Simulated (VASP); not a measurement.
Input of a VASP 6.6.1 run:

POSCAR

```
KMgF3
1.0
    4.0481760000      0.0000000000      0.0000000000
    0.0000000000      4.0481760000      0.0000000000
    0.0000000000      0.0000000000      4.0481760000
K Mg F
1 1 3
Direct
    0.5000000000      0.5000000000      0.5000000000
    0.0000000000      0.0000000000      0.0000000000
    0.5000000000      0.0000000000      0.0000000000
    0.0000000000      0.5000000000      0.0000000000
    0.0000000000      0.0000000000      0.5000000000
```

INCAR.step1

```
SYSTEM = KMgF3
PREC     = Accurate       ! precision mode
ENCUT    = 600            ! plane-wave cutoff, eV
ISMEAR   = -1             ! smearing method
SIGMA    = 0.1043         ! smearing width, eV
LREAL    = .FALSE.        ! projectors in reciprocal space
LASPH    = .TRUE.         ! aspherical terms in the spheres
NELM     = 60             ! most SCF steps
GGA      = PE             ! functional
ALGO     = Normal         ! electronic algorithm
EDIFF    = 1E-4           ! SCF threshold, eV
LWAVE    = .TRUE.         ! write WAVECAR
LCHARG   = .FALSE.        ! write CHGCAR
```

INCAR.step2

```
SYSTEM = KMgF3
PREC     = Accurate       ! precision mode
ENCUT    = 600            ! plane-wave cutoff, eV
EDIFF    = 1E-6           ! SCF threshold, eV
ISMEAR   = -1             ! smearing method
SIGMA    = 0.1043         ! smearing width, eV
LREAL    = .FALSE.        ! projectors in reciprocal space
LASPH    = .TRUE.         ! aspherical terms in the spheres
NELM     = 60             ! most SCF steps
ALGO     = Normal         ! electronic algorithm
ISIF     = 3              ! what is computed and relaxed
LWAVE    = .FALSE.        ! write WAVECAR
LCHARG   = .FALSE.        ! write CHGCAR
METAGGA  = R2SCAN         ! meta-GGA
LMIXTAU  = .TRUE.       
IBRION   = 2              ! ionic algorithm
NSW      = 80             ! ionic steps
EDIFFG   = -0.03          ! ionic threshold
ISTART   = 1
```

Contents of KPOINTS:

```
regular mesh
0
G
  6 6 6
  0 0 0
```

Potentials or basis: VASP PAW PBE potentials, release 64 (K_sv, Mg, F).

Run with:

```bash
$ cat potpaw_PBE.64/K_sv/POTCAR potpaw_PBE.64/Mg/POTCAR potpaw_PBE.64/F/POTCAR > POTCAR
$ cp INCAR.step1 INCAR
$ mpirun -np 1 vasp_std > vasp.out
$ cp INCAR.step2 INCAR
$ mpirun -np 1 vasp_std > vasp.out
```

Problem. Predict the space group after relaxing (to 0.05 Å).

Solution. Pm-3m (No. 221).

Problem. Estimate the relaxed cell.

Solution. a = 3.968 Å, b = 3.968 Å, c = 3.968 Å, α = 90.00°, β = 90.00°, γ = 90.00°.

The path:
| step | energy change (eV) | largest force (eV/Å) | pressure (GPa) | volume (Å³) |
| --- | --- | --- | --- | --- |
| 1 | 0.0000 | 0.0000 | -4.23 | 66.34 |
| 2 | -0.0530 | 0.0000 | -0.72 | 63.04 |
| 3 | -0.0543 | 0.0000 | -0.04 | 62.49 |

Caveat: the PAW data sets were made with another functional, which shifts forces and pressure a little.
